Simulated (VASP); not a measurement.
A run of VASP 6.6.1 is set up as follows.

INCAR

```
SYSTEM = Mo2H3
PREC = Accurate
ENCUT = 520
EDIFF = 1E-6
ISMEAR = 0
SIGMA = 0.1
LREAL = .FALSE.
LASPH = .TRUE.
NELM = 80
ALGO = Normal
ISIF = 2
LWAVE = .FALSE.
LCHARG = .FALSE.
GGA = PE
NBANDS = 24
```

KPOINTS

```
Automatic mesh
0
G
  12 12 8
  0 0 0
```

File POSCAR:

```
Mo2H3
1.0
    3.0315774694      0.0000000000      0.0000000000
   -1.5157887347      2.6254231020      0.0000000000
    0.0000000000      0.0000000000      5.2054595471
H Mo
3 2
Direct
    0.5000000000      0.0000000000      0.1085859558
    0.0000000000      0.5000000000      0.1085859558
    0.5000000000      0.5000000000      0.1085859558
    0.0000000000      0.0000000000      0.8480941621
    0.0000000000      0.0000000000      0.3693299305
```

Potentials or basis: VASP PAW PBE potentials, release 64 (H, Mo_sv).

Run with:

```sh
$ cat potpaw_PBE.64/H/POTCAR potpaw_PBE.64/Mo_sv/POTCAR > POTCAR
$ mpirun -np 1 vasp_std > vasp.out
```

Question: What does it give for the pressure?

Answer: 0.2 GPa.

Question: What does it give for the largest force?

Answer: 0.012 eV/Å.

Stress tensor (GPa, compression positive):
```
0.14 0.00 0.00
0.00 0.14 0.00
0.00 0.00 0.37
```
